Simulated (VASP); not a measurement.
A run of VASP 6.6.1:

The input POSCAR:

```
CsH
1.0
    0.0000000000      3.3155200000      3.3155200000
    3.3155200000      0.0000000000      3.3155200000
    3.3155200000      3.3155200000      0.0000000000
Cs H
1 1
Direct
    0.0000000000      0.0000000000      0.0000000000
    0.5000000000      0.5000000000      0.5000000000
```

File INCAR.step1:

```
PREC     = Accurate       # precision mode
ENCUT    = 520            # plane-wave cutoff, eV
ISMEAR   = 0              # smearing method
SIGMA    = 0.05           # smearing width, eV
LREAL    = F              # projectors in reciprocal space
LASPH    = T              # aspherical terms in the spheres
NELM     = 80             # most SCF steps
NBANDS   = 12             # bands
GGA      = PE             # functional
ALGO     = Normal         # electronic algorithm
EDIFF    = 1E-4           # SCF threshold, eV
LWAVE    = T              # write WAVECAR
LCHARG   = F              # write CHGCAR
```

File INCAR.step2:

```
PREC     = Accurate       # precision mode
ENCUT    = 520            # plane-wave cutoff, eV
EDIFF    = 1E-6           # SCF threshold, eV
ISMEAR   = 0              # smearing method
SIGMA    = 0.05           # smearing width, eV
LREAL    = F              # projectors in reciprocal space
LASPH    = T              # aspherical terms in the spheres
NELM     = 80             # most SCF steps
ALGO     = Normal         # electronic algorithm
ISIF     = 2              # what is computed and relaxed
LWAVE    = F              # write WAVECAR
LCHARG   = F              # write CHGCAR
METAGGA  = R2SCAN         # meta-GGA
LMIXTAU  = T            
NBANDS   = 12             # bands
ISTART   = 1
```

Contents of KPOINTS:

```
regular mesh
0
Gamma
  6 6 6
```

Potentials or basis: VASP PAW PBE potentials, release 64 (Cs_sv, H).

The run is started by

```sh
$ cat potpaw_PBE.64/Cs_sv/POTCAR potpaw_PBE.64/H/POTCAR > POTCAR
$ cp INCAR.step1 INCAR
$ mpirun -np 1 vasp_std > vasp.out
$ cp INCAR.step2 INCAR
$ mpirun -np 1 vasp_std > vasp.out
```

Hardware: 1 thread of Intel Xeon 8259CL, with other jobs on the host.

Task: How long does it take, and how much memory?

Result: Run time: 90 s on 1 thread of Intel Xeon 8259CL, with other jobs on the host, peak memory 0.21 GiB. Counts: k points 16.
